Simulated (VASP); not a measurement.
# Mg3Zn2O3 (I4/mmm) in VASP: single point with PBE

Aim: the single point of Mg3Zn2O3 with PBE.

Program: VASP 6.6.1. These are calculated values, not measurements. Logs are shortened: lines on timing, memory, paths and dates and some standing lists are left out, and cuts for length are marked.

### Step 1. The cell of the first run

Symmetry: I4/mmm, No. 139, tetragonal system. The conventional cell has a = 2.932 Å, b = 2.932 Å, c = 22.594 Å, α = 90.00°, β = 90.00°, γ = 90.00°. Within 2.7 Å of Mg (site symmetry 4/mmm) lie 6 O at 2.07 to 2.17 Å. Mg (site symmetry 4mm) has 5 O at 2.07 to 2.18 Å within 2.7 Å. Zn (site symmetry 4mm) has 1 O at 2.64 Å and 8 Zn at 2.66 to 2.93 Å and 4 Mg at 3.35 Å within 3.5 Å. Within 2.7 Å of O (site symmetry 4mm) lie 5 Mg at 2.07 to 2.17 Å and 1 Zn at 2.64 Å. Within 2.7 Å of O (site symmetry 4/mmm) lie 6 Mg at 2.07 to 2.18 Å.

### Step 2. Single point, PBE

File INCAR:

```
SYSTEM = Mg3Zn2O3
  PREC = Accurate
  ENCUT = 520
  EDIFF = 1E-6
  ISMEAR = 0
  SIGMA = 0.2
  LREAL = .False.
  LASPH = .True.
  NELM = 100
  ALGO = Normal
  ISIF = 2
  LWAVE = .False.
  LCHARG = .True.
  GGA = PE
  LELF = .True.
  LVHAR = .True.
  NBANDS = 34
```

File KPOINTS:

```
regular mesh
0
Gamma
  7 7 7
  0 0 0
```

File POSCAR:

```
Mg3Zn2O3
1.0
   -1.4660566677      1.4660566677     11.2970451140
    1.4660566677     -1.4660566677     11.2970451140
    1.4660566677      1.4660566677    -11.2970451140
Mg Zn O
3 2 3
Direct
    0.0000000000      0.0000000000      0.0000000000
    0.4035060897      0.4035060897      0.0000000000
    0.5964939103      0.5964939103      0.0000000000
    0.7870167928      0.7870167928      0.0000000000
    0.2129832072      0.2129832072      0.0000000000
    0.9040141202      0.9040141202      0.0000000000
    0.0959858798      0.0959858798      0.0000000000
    0.5000000000      0.5000000000      0.0000000000
```

Potentials or basis: VASP PAW PBE potentials, release 64 (Mg, Zn, O).

Started as:

```bash
$ cat potpaw_PBE.64/Mg/POTCAR potpaw_PBE.64/Zn/POTCAR potpaw_PBE.64/O/POTCAR > POTCAR
$ mpirun -np 1 vasp_std > vasp.out
```

OUTCAR:

```text
SYSTEM = Mg3Zn2O3
   PREC = Accurate
   ENCUT = 520
   EDIFF = 1E-6
   ISMEAR = 0
   LREAL = .False.
   LASPH = .True.
   NELM = 100
   ISIF = 2
   GGA = PE

 ion  position               nearest neighbor table
   1  0.000  0.000  0.000-   8 2.07   8 2.07   8 2.07   8 2.07   7 2.17   6 2.17   3 3.01   3 3.01
                             2 3.01   2 3.01   2 3.01   3 3.01   2 3.01   3 3.01
   2  0.404  0.404  0.000-   6 2.07   6 2.07   6 2.07   6 2.07   8 2.18   1 3.01   1 3.01   1 3.01
                             1 3.01   4 3.35   4 3.35   4 3.35   4 3.35
   3  0.596  0.596  0.000-   7 2.07   7 2.07   7 2.07   7 2.07   8 2.18   1 3.01   1 3.01   1 3.01
                             1 3.01   5 3.35   5 3.35   5 3.35   5 3.35
   4  0.787  0.787  0.000-   5 2.66   5 2.66   5 2.66   5 2.66   2 3.35   2 3.35   2 3.35   2 3.35

   5  0.213  0.213  0.000-   4 2.66   4 2.66   4 2.66   4 2.66   3 3.35   3 3.35   3 3.35   3 3.35

   6  0.904  0.904  0.000-   2 2.07   2 2.07   2 2.07   2 2.07   1 2.17
   7  0.096  0.096  0.000-   3 2.07   3 2.07   3 2.07   3 2.07   1 2.17
   8  0.500  0.500  0.000-   1 2.07   1 2.07   1 2.07   1 2.07   3 2.18   2 2.18

  LATTYP: Found a body centered tetragonal cell.
 ALAT       =     2.9321133354
 C/A-ratio  =     7.7057356396

  Lattice vectors:

 A1 = (  -1.4660566677,   1.4660566677,  11.2970451140)
 A2 = (   1.4660566677,  -1.4660566677,  11.2970451140)
 A3 = (   1.4660566677,   1.4660566677, -11.2970451140)

Analysis of symmetry for initial positions (statically):
=====================================================================
 Subroutine PRICEL returns:
 Original cell was already a primitive cell.

 Routine SETGRP: Setting up the symmetry group for a
 body centered tetragonal supercell.

 Subroutine GETGRP returns: Found 16 space group operations
 (whereof 16 operations were pure point group operations)
 out of a pool of 16 trial point group operations.

The static configuration has the point symmetry D_4h.

Analysis of symmetry for dynamics (positions and initial velocities):
=====================================================================
 Subroutine PRICEL returns:
 Original cell was already a primitive cell.

 Routine SETGRP: Setting up the symmetry group for a
 body centered tetragonal supercell.

 Subroutine GETGRP returns: Found 16 space group operations
 (whereof 16 operations were pure point group operations)
 out of a pool of 16 trial point group operations.

The dynamic configuration has the point symmetry D_4h.

[... 110 lines left out ...]
   EDIFF  = 0.1E-05   stopping-criterion for ELM
   LREAL  =      F    real-space projection
[... 7 lines left out ...]
   TEBEG  =    0.0;   TEEND  =   0.0 temperature during run
   PSTRESS=    0.0 pullay stress
   NELECT =      48.0000    total number of electrons
   NUPDOWN=      -1.0000    fix difference up-down
   EMIN   =  10.00;   EMAX   =-10.00  energy-range for DOS
   EFERMI =   0.00;   METHOD = LEGACY
   ISMEAR =     0;   SIGMA  =   0.20  broadening in eV -4-tet -1-fermi 0-gaus
   EFERMI_NEDOS =   21; number of points for ismear=-14 and -15
   IALGO  =     38    algorithm
   IMIX   =      4    mixing-type and parameters
     AMIX     =   0.40;   BMIX     =  1.00
     AMIX_MAG =   1.60;   BMIX_MAG =  1.00
  volume/ion in A,a.u.               =      12.14        81.93
  Fermi-wavevector in a.u.,A,eV,Ry     =   1.294334  2.445937 22.793857  1.675301
  Thomas-Fermi vector in A             =   2.425924
   LORBIT       =      0    0 simple, 1 ext, 2 COOP (PROOUT), +10 PAW based schemes
   GGA     = PE    functional components
   LHFCALC =     F    Hartree Fock is set to
   AEXX    =    0.0000 exact exchange contribution
   IVDW    =     0    specifies the selected vdW correction
   LEPSILON=     F    determine dielectric tensor
   LRPA    =     F    only Hartree local field effects (RPA)
 non-spin polarized calculation
 Gauss-broadening in eV      SIGMA  =   0.20
  energy-cutoff  :      520.00
  volume of cell :       97.12
 maximum number of plane-waves:      2663
 NGX is ok and might be reduce to    90
   NGX = 43   NGY = 43   NGZ = 43

 number of electron      47.9999994 magnetization

 Free energy of the ion-electron system (eV)
  ---------------------------------------------------
  ext. energy  EPLUGINS =         0.00000000
  ---------------------------------------------------
  free energy    TOTEN  =       -36.47934874 eV

  energy without entropy =      -36.45919217  energy(sigma->0) =      -36.46927045

 E-fermi :   3.9827     XC(G=0): -10.6309

 val. band max:        3.9486319238   @ k =  -0.2857   0.2857   0.2857
 cond. band min:       4.1288282986   @ k =  -0.4286   0.4286   0.0000
 fundamental gap:      0.1801963749
 Fermi energy:         3.9827038374

 k-point     1 :       0.0000    0.0000    0.0000
  band No.  band energies     occupation
      1     -15.4691      2.00000
      2     -14.9066      2.00000
      3     -14.4094      2.00000
      4      -4.9106      2.00000
      5      -3.9912      2.00000
      6      -3.9524      2.00000
[... 877 lines left out ...]
     33      12.0470      0.00000
     34      12.6982      0.00000

 [... further k-points ...]

------------------------ aborting loop because EDIFF is reached ----------------------------------------

  FORCE on cell =-STRESS in cart. coord.  units (eV):
  Direction    XX          YY          ZZ          XY          YZ          ZX
  --------------------------------------------------------------------------------------
  -------------------------------------------------------------------------------------
  Total       -0.3300081     -0.3300081      0.0943772      0.0000000      0.0000000      0.0000000
  in kB       -5.4438828     -5.4438828      1.5568665      0.0000000      0.0000000      0.0000000
  external PRESSURE =      -3.1102997 kB  Pullay stress =       0.0000000 kB

 VOLUME and BASIS-vectors are now :
 -----------------------------------------------------------------------------
  energy-cutoff  :      520.00
  volume of cell :       97.12
      direct lattice vectors                 reciprocal lattice vectors
    -1.466056668  1.466056668 11.297045114     0.000000000  0.341050937  0.044259361
     1.466056668 -1.466056668 11.297045114     0.341050937  0.000000000  0.044259361
     1.466056668  1.466056668-11.297045114     0.341050937  0.341050937  0.000000000

 POSITION                                       TOTAL-FORCE (eV/Angst)
 -----------------------------------------------------------------------------------
      0.00000      0.00000      0.00000         0.000000      0.000000     -0.000000
      0.00000      0.00000      9.11685        -0.000000     -0.000000      0.034055
      0.00000      0.00000     13.47724        -0.000000     -0.000000     -0.034055
      0.00000      0.00000     17.78193         0.000000      0.000000      0.080668
      0.00000      0.00000      4.81216        -0.000000     -0.000000     -0.080668
      0.00000      0.00000     20.42538        -0.000000     -0.000000     -0.008388
      0.00000      0.00000      2.16871         0.000000      0.000000      0.008388
      0.00000      0.00000     11.29705         0.000000      0.000000      0.000000
 -----------------------------------------------------------------------------------
    total drift:                               -0.000000      0.000000     -0.000000

  FREE ENERGIE OF THE ION-ELECTRON SYSTEM (eV)
  ---------------------------------------------------
  free  energy   TOTEN  =       -36.4793487351 eV

  energy  without entropy=      -36.4591921694  energy(sigma->0) =      -36.46927045
```

OSZICAR:

```text
N       E                     dE             d eps       ncg     rms          rms(c)
DAV:   1     0.414845060842E+03    0.41485E+03   -0.22110E+04  2720   0.163E+03
DAV:   2     0.143304344184E+02   -0.40051E+03   -0.36389E+03  2920   0.387E+02
DAV:   3    -0.413060776173E+02   -0.55637E+02   -0.54779E+02  3312   0.146E+02
DAV:   4    -0.430097558318E+02   -0.17037E+01   -0.16989E+01  3132   0.261E+01
DAV:   5    -0.430283764218E+02   -0.18621E-01   -0.18612E-01  3240   0.287E+00    0.138E+01
DAV:   6    -0.367094692940E+02    0.63189E+01   -0.21138E+01  3792   0.329E+01    0.531E+00
DAV:   7    -0.366204318000E+02    0.89037E-01   -0.15209E+00  3072   0.717E+00    0.322E+00
DAV:   8    -0.364876305192E+02    0.13280E+00   -0.29021E-01  3686   0.709E+00    0.712E-01
DAV:   9    -0.364783139827E+02    0.93165E-02   -0.85508E-02  3562   0.224E+00    0.295E-01
DAV:  10    -0.364796881072E+02   -0.13741E-02   -0.19046E-02  2956   0.769E-01    0.166E-01
DAV:  11    -0.364793047941E+02    0.38331E-03   -0.15737E-03  3428   0.392E-01    0.817E-02
DAV:  12    -0.364793500076E+02   -0.45213E-04   -0.39677E-04  3250   0.146E-01    0.138E-02
DAV:  13    -0.364793508847E+02   -0.87715E-06   -0.36168E-05  3316   0.494E-02    0.117E-02
DAV:  14    -0.364793489718E+02    0.19130E-05   -0.43733E-06  3194   0.237E-02    0.538E-03
DAV:  15    -0.364793487351E+02    0.23666E-06   -0.40650E-06  2790   0.122E-02
   1 F= -.36479349E+02 E0= -.36469270E+02  d E =-.201566E-01
```

Run time: 45 min. Hardware: 1 thread of AMD EPYC 7R43 (Zen 3), shared host; peak memory 1.3 GiB.

Results:

```
Free energy            : -36.4793 eV
Pressure               : -0.3 GPa
Largest force          : 0.081 eV/Å
Band gap on the k mesh : zero (bands 24 and 25 overlap by 0.29 eV)
```

Forces in eV/Å, atoms in the order of the input:
```
Mg   0.000  0.000  0.000
Mg   0.000  0.000  0.034
Mg   0.000  0.000 -0.034
Zn   0.000  0.000  0.081
Zn   0.000  0.000 -0.081
O    0.000  0.000 -0.008
O    0.000  0.000  0.008
O    0.000  0.000  0.000
```

Stress tensor (GPa, compression positive):
```
-0.54  0.00  0.00
 0.00 -0.54  0.00
 0.00  0.00  0.16
```

Caveat: semilocal functionals underestimate gaps, so a narrow gap can read as zero.
